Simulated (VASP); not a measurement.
# TiAl3 (C2/m) in VASP: further runs

Runs on TiAl3. Level: PBEsol. Tasks: single point.

Everything below comes from runs of VASP 6.6.1. Logs are shortened: lines on timing, memory, paths and dates and some standing lists are left out, and cuts for length are marked.

## 1. The cell of the first run

Symmetry: C2/m, No. 12, monoclinic system. The conventional cell has a = 9.040 Å, b = 3.904 Å, c = 3.904 Å, α = 90.00°, β = 115.59°, γ = 90.00°. Within 3.6 Å of Ti (site symmetry 2/m) lie 12 Al at 2.76 to 2.85 Å. Within 3.6 Å of Al (site symmetry 2/m) lie 4 Ti at 2.76 Å and 8 Al at 2.80 to 2.85 Å. Within 3.6 Å of Al (site symmetry m) lie 8 Al at 2.71 to 2.85 Å and 4 Ti at 2.80 to 2.85 Å.

## 2. Single point, PBEsol (atoms displaced along a vibrational mode, the cell strained)

Contents of INCAR:

```
SYSTEM = TiAl3
  PREC = Accurate
  ENCUT = 520
  EDIFF = 1E-6
  ISMEAR = 0
  SIGMA = 0.15
  LREAL = .FALSE.
  LASPH = .TRUE.
  NELM = 60
  ALGO = Fast
  ISIF = 2
  LWAVE = .FALSE.
  LCHARG = .FALSE.
  GGA = PS
  NBANDS = 18
```

Contents of KPOINTS:

```
regular mesh
0
G
  14 14 14
  0 0 0
```

Contents of POSCAR:

```
TiAl3
1.0
   -1.9521126602      1.9521126602      4.0768512541
    1.9521126602     -1.9521126602      4.0768512541
    1.9521126602      1.9521126602     -4.0768512541
Ti Al
1 3
Direct
    0.0000000000      0.0000000000      0.0000000000
    0.5000000000      0.5000000000      0.0000000000
    0.7500000000      0.2401183226      0.4901183226
    0.2500000000      0.7598816774      0.5098816774
```

Potentials or basis: VASP PAW PBE potentials, release 64 (Ti_sv, Al).

Command:

```sh
$ cat potpaw_PBE.64/Ti_sv/POTCAR potpaw_PBE.64/Al/POTCAR > POTCAR
$ mpirun -np 1 vasp_std > vasp.out
```

OUTCAR:

```text
SYSTEM = TiAl3
   PREC = Accurate
   ENCUT = 520
   EDIFF = 1E-6
   ISMEAR = 0
   LREAL = .FALSE.
   LASPH = .TRUE.
   NELM = 60
   ISIF = 2
   GGA = PS

 ion  position               nearest neighbor table
   1  0.000  0.000  0.000-   2 2.76   2 2.76   2 2.76   2 2.76   4 2.80   3 2.80   3 2.82   4 2.82
                             4 2.82   3 2.82   3 2.85   4 2.85
   2  0.500  0.500  0.000-   1 2.76   1 2.76   1 2.76   1 2.76   3 2.80   4 2.80   3 2.82   4 2.82
                             4 2.82   3 2.82   3 2.85   4 2.85
   3  0.750  0.240  0.490-   4 2.71   4 2.71   1 2.80   2 2.80   4 2.82   4 2.82   2 2.82   2 2.82
                             1 2.82   1 2.82   1 2.85   2 2.85
   4  0.250  0.760  0.510-   3 2.71   3 2.71   1 2.80   2 2.80   3 2.82   3 2.82   2 2.82   2 2.82
                             1 2.82   1 2.82   1 2.85   2 2.85

  LATTYP: Found a body centered tetragonal cell.
 ALAT       =     3.9042253204
 C/A-ratio  =     2.0884303131

  Lattice vectors:

 A1 = (  -1.9521126602,   1.9521126602,   4.0768512541)
 A2 = (   1.9521126602,  -1.9521126602,   4.0768512541)
 A3 = (   1.9521126602,   1.9521126602,  -4.0768512541)

Analysis of symmetry for initial positions (statically):
=====================================================================
 Subroutine PRICEL returns:
 Original cell was already a primitive cell.

 Routine SETGRP: Setting up the symmetry group for a
 body centered tetragonal supercell.

 Subroutine GETGRP returns: Found  4 space group operations
 (whereof  4 operations were pure point group operations)
 out of a pool of 16 trial point group operations.

The static configuration has the point symmetry C_2h.

Analysis of symmetry for dynamics (positions and initial velocities):
=====================================================================
 Subroutine PRICEL returns:
 Original cell was already a primitive cell.

 Routine SETGRP: Setting up the symmetry group for a
 body centered tetragonal supercell.

 Subroutine GETGRP returns: Found  4 space group operations
 (whereof  4 operations were pure point group operations)
 out of a pool of 16 trial point group operations.

The dynamic configuration has the point symmetry C_2h.

 Subroutine INISYM returns: Found  4 space group operations
 (whereof  4 operations are pure point group operations),
 and found     1 'primitive' translations

----------------------------------------------------------------------------------------

                                     Primitive cell

  volume of cell :      62.1433

  direct lattice vectors                    reciprocal lattice vectors
    -1.952112660  1.952112660  4.076851254     0.000000000  0.256132758  0.122643670
     1.952112660 -1.952112660  4.076851254     0.256132758  0.000000000  0.122643670
     1.952112660  1.952112660 -4.076851254     0.256132758  0.256132758  0.000000000

  length of vectors
     4.923637256  4.923637256  4.923637256     0.283981442  0.283981442  0.362226420

  position of ions in fractional coordinates (direct lattice)
     0.000000000  0.000000000  0.000000000
     0.500000000  0.500000000  0.000000000
     0.750000000  0.240118323  0.490118323
     0.250000000  0.759881677  0.509881677

  ion indices of the primitive-cell ions
   primitive index   ion index
                 1           1
                 2           2
                 3           3
                 4           4

----------------------------------------------------------------------------------------

 KPOINTS: regular mesh

Automatic generation of k-mesh.
 Grid dimensions read from file:
 generate k-points for:   14   14   14

 Generating k-lattice:

  Cartesian coordinates                     Fractional coordinates (reciprocal lattice)
     0.000000000  0.018295197  0.008760262     0.071428571  0.000000000 -0.000000000
     0.018295197  0.000000000  0.008760262     0.000000000  0.071428571 -0.000000000
     0.018295197  0.018295197  0.000000000     0.000000000  0.000000000  0.071428571

  Length of vectors
[... 48 lines left out ...]
  ---------------------------------------------------
  ext. energy  EPLUGINS =         0.00000000
  ---------------------------------------------------
  free energy    TOTEN  =       -22.11030106 eV

  energy without entropy =      -22.08549576  energy(sigma->0) =      -22.09789841

 E-fermi :   8.3923     XC(G=0): -10.9027

 val. band max:        8.3900441488   @ k =  -0.3571  -0.0000   0.5000
 cond. band min:       8.3943804326   @ k =  -0.2143  -0.3571   0.3571
 fundamental gap:      0.0043362838
 Fermi energy:         8.3923274165

 k-point     1 :       0.0000    0.0000    0.0000
  band No.  band energies     occupation
      1     -47.8374      2.00000
      2     -24.2681      2.00000
      3     -24.2680      2.00000
      4     -24.1659      2.00000
      5      -1.7931      2.00000
      6       6.0308      2.00000
[... 10 lines left out ...]
     17      12.3697      0.00000
     18      13.7574      0.00000

 k-point     2 :       0.0714    0.0000    0.0000
  band No.  band energies     occupation
      1     -47.8374      2.00000
      2     -24.2691      2.00000
      3     -24.2680      2.00000
      4     -24.1659      2.00000
      5      -1.7301      2.00000
      6       5.6561      2.00000
[... 10 lines left out ...]
     17      12.6415      0.00000
     18      12.7950      0.00000

 k-point     3 :       0.0000    0.0714    0.0000
  band No.  band energies     occupation
      1     -47.8374      2.00000
      2     -24.2692      2.00000
      3     -24.2679      2.00000
      4     -24.1659      2.00000
      5      -1.7302      2.00000
      6       5.6306      2.00000
[... 10 lines left out ...]
     17      12.5943      0.00000
     18      12.8098      0.00000

 k-point     4 :       0.0714    0.0000   -0.0714
  band No.  band energies     occupation
      1     -47.8374      2.00000
      2     -24.2692      2.00000
      3     -24.2679      2.00000
      4     -24.1659      2.00000
      5      -1.7302      2.00000
      6       5.6825      2.00000
[... 375 lines left out ...]
      4     -24.1659      2.00000
      5       0.8423      2.00000
      6       1.4403      2.00000
[... 10 lines left out ...]
     17      13.6063      0.00000
     18      15.0217      0.00000

 k-point    23 :       0.0714    0.0714   -0.0000
  band No.  band energies     occupation
      1     -47.8373      2.00000
      2     -24.2692      2.00000
      3     -24.2690      2.00000
      4     -24.1660      2.00000
      5      -1.6442      2.00000
      6       5.2045      2.00000
[... 10 lines left out ...]
     17      12.6015      0.00000
     18      13.1835      0.00000

 k-point    24 :       0.0714    0.0714   -0.1429
  band No.  band energies     occupation
      1     -47.8373      2.00000
      2     -24.2692      2.00000
      3     -24.2690      2.00000
      4     -24.1660      2.00000
      5      -1.6441      2.00000
      6       5.2414      2.00000
[... 10 lines left out ...]
     17      12.6550      0.00000
     18      13.0464      0.00000

 [... further k-points ...]
[... 5 lines left out ...]
  --------------------------------------------------------------------------------------
  -------------------------------------------------------------------------------------
  Total       -1.3187576     -1.3134638      3.2921007      0.0000000      0.0000000      0.0994791
  in kB      -34.0001588    -33.8636748     84.8768153      0.0000000      0.0000000      2.5647654
  external PRESSURE =       5.6709939 kB  Pullay stress =       0.0000000 kB

 VOLUME and BASIS-vectors are now :
 -----------------------------------------------------------------------------
  energy-cutoff  :      520.00
  volume of cell :       62.14
      direct lattice vectors                 reciprocal lattice vectors
    -1.952112660  1.952112660  4.076851254     0.000000000  0.256132758  0.122643670
     1.952112660 -1.952112660  4.076851254     0.256132758  0.000000000  0.122643670
     1.952112660  1.952112660 -4.076851254     0.256132758  0.256132758  0.000000000

 POSITION                                       TOTAL-FORCE (eV/Angst)
 -----------------------------------------------------------------------------------
      0.00000      0.00000      0.00000         0.000000     -0.000000      0.000000
      0.00000      0.00000      4.07685         0.000000      0.000000      0.000000
     -0.03858      1.95211      2.03843         0.375143      0.000000     -0.001472
      1.99069      0.00000      2.03843        -0.375143     -0.000000      0.001472
 -----------------------------------------------------------------------------------
    total drift:                                0.000000     -0.000000      0.000000

  FREE ENERGIE OF THE ION-ELECTRON SYSTEM (eV)
  ---------------------------------------------------
  free  energy   TOTEN  =       -22.1103010628 eV

  energy  without entropy=      -22.0854957556  energy(sigma->0) =      -22.09789841
```

It took 44 min on 1 thread of AMD EPYC 9R45 (Zen 5), shared host; peak memory 0.84 GiB.

Results:

| Item | Value |
| --- | --- |
| Free energy | -22.1103 eV |
| Pressure | 0.6 GPa |
| Largest force | 0.375 eV/Å |
| Band gap on the k mesh | zero (an odd number of electrons rules out a gap without spin polarisation) |

Forces on the atoms (eV/Å):
```
Ti   0.000  0.000  0.000
Al   0.000  0.000  0.000
Al   0.375  0.000 -0.001
Al  -0.375  0.000  0.001
```

Levels at points of the mesh, in eV from the Fermi level:
| k point | band 8 | band 9 | band 10 | band 11 | band 12 | band 13 | band 14 | band 15 |
| --- | --- | --- | --- | --- | --- | --- | --- | --- |
| (0.00, 0.00, 0.00) | -1.59 | -1.50 | -1.49 | 0.71 | 1.41 | 1.41 | 2.15 | 2.15 |
| (0.50, 0.00, 0.00) | -2.66 | -1.31 | -0.14 | 0.37 | 1.61 | 1.74 | 2.67 | 2.76 |
| (0.00, 0.50, 0.00) | -2.67 | -1.37 | -0.08 | 0.36 | 1.61 | 1.91 | 2.63 | 2.76 |
| (0.50, 0.00, 0.50) | -2.65 | -1.26 | -0.18 | 0.36 | 1.56 | 1.61 | 2.71 | 2.76 |
| (0.50, 0.50, 0.00) | -3.76 | -2.88 | -2.08 | -0.84 | 1.57 | 1.75 | 2.93 | 3.15 |
| (0.50, 0.50, 0.50) | -1.33 | -1.32 | -0.30 | 0.63 | 0.64 | 0.90 | 3.09 | 4.68 |

Caveat: the cell differs from its parent crystal (atoms displaced along a vibrational mode, the cell strained); the stress differs along the axes, from -3 to 8 GPa; the PAW data sets were made with another functional, which shifts forces and pressure a little.

## 3. Single point, PBEsol (atoms displaced along a vibrational mode, the cell strained)

Contents of INCAR:

```
SYSTEM = TiAl3
PREC = Accurate
ENCUT = 520
EDIFF = 1E-6
ISMEAR = 0
SIGMA = 0.15
LREAL = .False.
LASPH = .True.
NELM = 60
ALGO = Fast
ISIF = 2
LWAVE = .False.
LCHARG = .False.
GGA = PS
NBANDS = 18
```

Contents of KPOINTS:

```
regular mesh
0
Gamma
  14 14 14
  0 0 0
```

Contents of POSCAR:

```
TiAl3
1.0
   -1.8630291000      1.8630291000      4.4762826053
    1.8630291000     -1.8630291000      4.4762826053
    1.8630291000      1.8630291000     -4.4762826053
Ti Al
1 3
Direct
    0.0000000000      0.0000000000      0.0000000000
    0.5000000000      0.5000000000      0.0000000000
    0.7500000000      0.2203811792      0.4703811792
    0.2500000000      0.7796188208      0.5296188208
```

Potentials or basis: VASP PAW PBE potentials, release 64 (Ti_sv, Al).

Command:

```sh
$ cat potpaw_PBE.64/Ti_sv/POTCAR potpaw_PBE.64/Al/POTCAR > POTCAR
$ mpirun -np 1 vasp_std > vasp.out
```

Wall time 34 min (1 thread of AMD EPYC 9R45 (Zen 5), shared host); peak memory 0.83 GiB.

It converged, with:

```yaml
Free_energy: -21.9394 eV
Pressure: 2.2 GPa
Largest_force: 1.584 eV/Å
Band_gap_on_the_k_mesh: zero (an odd number of electrons rules out a gap without spin polarisation)
```

Forces in eV/Å, atoms in the order of the input:
```
Ti   0.000  0.000  0.000
Al   0.000  0.000  0.000
Al   1.583  0.000 -0.014
Al  -1.583  0.000  0.014
```

Stress tensor (GPa, compression positive):
```
 6.56  0.00  1.15
 0.00  7.93  0.00
 1.15  0.00 -8.02
```

Levels at points of the mesh, in eV from the Fermi level:
```
           k point  band 8  band 9  band 10  band 11  band 12  band 13  band 14  band 15
(0.00, 0.00, 0.00)   -1.34   -1.04    -0.95     0.93     2.12     2.15     2.19     2.88
(0.50, 0.00, 0.00)   -3.25   -0.87    -0.53     0.68     1.99     2.43     2.65     3.37
(0.00, 0.50, 0.00)   -3.25   -0.99    -0.41     0.60     1.99     2.64     2.98     3.22
(0.50, 0.00, 0.50)   -3.21   -0.81    -0.60     0.69     1.87     1.98     2.67     3.44
(0.50, 0.50, 0.00)   -3.77   -2.55    -2.40    -1.13     1.93     2.12     2.28     2.69
(0.50, 0.50, 0.50)   -0.59   -0.49    -0.38     0.74     0.78     1.01     2.88     4.93
```

Caveat: the cell differs from its parent crystal (atoms displaced along a vibrational mode, the cell strained); the stress differs along the axes, from -8 to 8 GPa; the PAW data sets were made with another functional, which shifts forces and pressure a little.

## 4. Single point, PBEsol (atoms displaced along a vibrational mode, the cell strained)

Contents of INCAR:

```
PREC = Accurate
ENCUT = 520
EDIFF = 1E-7
ISMEAR = 0
SIGMA = 0.15
LREAL = False
LASPH = True
NELM = 100
ALGO = Fast
ISIF = 2
LWAVE = False
LCHARG = False
GGA = PS
NBANDS = 18
```

Contents of KPOINTS:

```
regular mesh
0
Gamma
  14 14 14
```

Contents of POSCAR:

```
TiAl3
1.0
   -1.9743358609      1.9743358609      3.9772072446
    1.9743358609     -1.9743358609      3.9772072446
    1.9743358609      1.9743358609     -3.9772072446
Ti Al
1 3
Direct
    0.0000000000      0.0000000000      0.0000000000
    0.5000000000      0.5000000000      0.0000000000
    0.7500000000      0.2302628566      0.4802628566
    0.2500000000      0.7697371434      0.5197371434
```

Command:

```sh
$ cat potpaw_PBE.64/Ti_sv/POTCAR potpaw_PBE.64/Al/POTCAR > POTCAR
$ mpirun -np 1 vasp_std > vasp.out
```

Run time: 64 min. Hardware: 1 thread of Intel Xeon Platinum 8488C (Sapphire Rapids), shared host; peak memory 0.85 GiB.

The run converged. Its results:

```yaml
Free_energy: -21.9343 eV
Pressure: 1.4 GPa
Largest_force: 0.695 eV/Å
Band_gap_on_the_k_mesh: zero (an odd number of electrons rules out a gap without spin polarisation)
```

Forces in eV/Å, atoms in the order of the input:
```
Ti   0.000  0.000  0.000
Al   0.000  0.000  0.000
Al   0.695  0.000 -0.007
Al  -0.695  0.000  0.007
```

Stress tensor (GPa, compression positive):
```
-4.06  0.00  0.33
 0.00 -4.13  0.00
 0.33  0.00 12.48
```

Levels at points of the mesh, in eV from the Fermi level:
```tsv
k point	band 9	band 10	band 11	band 12	band 13	band 14
(0.00, 0.00, 0.00)	-1.66	-1.59	0.63	1.22	1.24	1.96
(0.50, 0.00, 0.00)	-1.45	-0.13	0.32	1.48	1.53	2.39
(0.00, 0.50, 0.00)	-1.59	0.02	0.30	1.48	1.87	2.29
(0.50, 0.00, 0.50)	-1.36	-0.21	0.28	1.19	1.48	2.45
(0.50, 0.50, 0.00)	-2.98	-2.04	-0.75	1.45	1.64	2.92
(0.50, 0.50, 0.50)	-1.53	-0.39	0.58	0.61	0.86	3.05
```

Caveat: the cell differs from its parent crystal (atoms displaced along a vibrational mode, the cell strained); the stress differs along the axes, from -4 to 12 GPa; the PAW data sets were made with another functional, which shifts forces and pressure a little.

## 5. Single point, PBEsol (atoms displaced along a vibrational mode, the cell strained)

Contents of INCAR:

```
ALGO = Fast
EDIFF = 1E-6
ENCUT = 520
GGA = PS
ISIF = 2
ISMEAR = 0
LASPH = True
LCHARG = False
LREAL = False
LWAVE = False
NBANDS = 18
NELM = 100
PREC = Accurate
SIGMA = 0.15
```

Contents of KPOINTS:

```
k-points
0
Gamma
  14 14 14
```

Contents of POSCAR:

```
TiAl3
1.0
   -1.8408058993      1.8408058993      4.5759266148
    1.8408058993     -1.8408058993      4.5759266148
    1.8408058993      1.8408058993     -4.5759266148
Ti Al
1 3
Direct
    0.0000000000      0.0000000000      0.0000000000
    0.5000000000      0.5000000000      0.0000000000
    0.7500000000      0.2203811792      0.4703811792
    0.2500000000      0.7796188208      0.5296188208
```

Command:

```sh
$ cat potpaw_PBE.64/Ti_sv/POTCAR potpaw_PBE.64/Al/POTCAR > POTCAR
$ mpirun -np 1 vasp_std > vasp.out
```

It took 41 min on 1 thread of Intel Xeon Platinum 8488C (Sapphire Rapids), shared host; peak memory 0.86 GiB.

The run converged. Its results:

```yaml
Free_energy: -21.7711 eV
Pressure: 3.2 GPa
Largest_force: 1.720 eV/Å
Band_gap_on_the_k_mesh: zero (an odd number of electrons rules out a gap without spin polarisation)
```

Forces on the atoms (eV/Å):
```
Ti   0.000  0.000  0.000
Al   0.000  0.000  0.000
Al   1.720  0.000 -0.014
Al  -1.720  0.000  0.014
```

Stress tensor (GPa, compression positive):
```
  9.88   0.00   1.13
  0.00  11.54   0.00
  1.13   0.00 -11.90
```

Levels at points of the mesh, in eV from the Fermi level:
| k point | band 6 | band 7 | band 8 | band 9 | band 10 | band 11 | band 12 | band 13 | band 14 | band 15 |
| --- | --- | --- | --- | --- | --- | --- | --- | --- | --- | --- |
| (0.00, 0.00, 0.00) | -3.74 | -3.38 | -1.32 | -0.92 | -0.83 | 0.96 | 2.20 | 2.32 | 2.34 | 3.08 |
| (0.50, 0.00, 0.00) | -7.03 | -3.81 | -3.38 | -0.80 | -0.66 | 0.75 | 2.06 | 2.57 | 2.60 | 3.19 |
| (0.00, 0.50, 0.00) | -7.03 | -3.65 | -3.38 | -0.90 | -0.56 | 0.66 | 2.06 | 2.58 | 3.04 | 3.14 |
| (0.50, 0.00, 0.50) | -6.69 | -3.95 | -3.34 | -0.75 | -0.72 | 0.77 | 2.02 | 2.06 | 2.62 | 3.23 |
| (0.50, 0.50, 0.00) | -4.83 | -4.24 | -3.80 | -2.49 | -2.47 | -1.20 | 1.96 | 2.11 | 2.20 | 2.51 |
| (0.50, 0.50, 0.50) | -7.76 | -1.69 | -0.46 | -0.42 | -0.31 | 0.77 | 0.81 | 1.03 | 2.79 | 4.62 |

Caveat: the cell differs from its parent crystal (atoms displaced along a vibrational mode, the cell strained); the stress differs along the axes, from -12 to 12 GPa; the PAW data sets were made with another functional, which shifts forces and pressure a little.

## 6. The runs side by side

```tsv
cell	further INCAR settings	gap on the mesh (eV)	pressure (GPa)	largest force (eV/Å)
a = 4.924 Å, angles 133.3, 133.3, 68.2°, 4 atoms, atomic positions A	ALGO = Fast; EDIFF = 1e-06; NBANDS = 18	none	0.6	0.38
a = 5.194 Å, angles 138.0, 138.0, 61.0°, 4 atoms, atomic positions B	ALGO = Fast; EDIFF = 1e-06; NBANDS = 18	none	2.2	1.58
a = 4.859 Å, angles 132.1, 132.1, 70.1°, 4 atoms, atomic positions C	ALGO = Fast; EDIFF = 1e-07; NBANDS = 18	none	1.4	0.69
a = 5.265 Å, angles 139.1, 139.1, 59.3°, 4 atoms, atomic positions B	ALGO = Fast; EDIFF = 1e-06; NBANDS = 18	none	3.2	1.72
```

Alike in all rows: task single point; level PBEsol; potentials or basis VASP PAW PBE potentials, release 64 (Ti_sv, Al); no spin polarisation; k mesh 14 × 14 × 14; cutoff (eV) 520; smearing gaussian 0.15 eV.

Caveats: the PAW data sets were made with another functional, which shifts forces and pressure a little; the stress differs along the axes, from -3 to 8 GPa (at least some runs); the stress differs along the axes, from -8 to 8 GPa (at least some runs); the stress differs along the axes, from -4 to 12 GPa (at least some runs); the stress differs along the axes, from -12 to 12 GPa (at least some runs).

Total energies depend on the potentials used, so only differences within one code and one set of settings carry meaning.
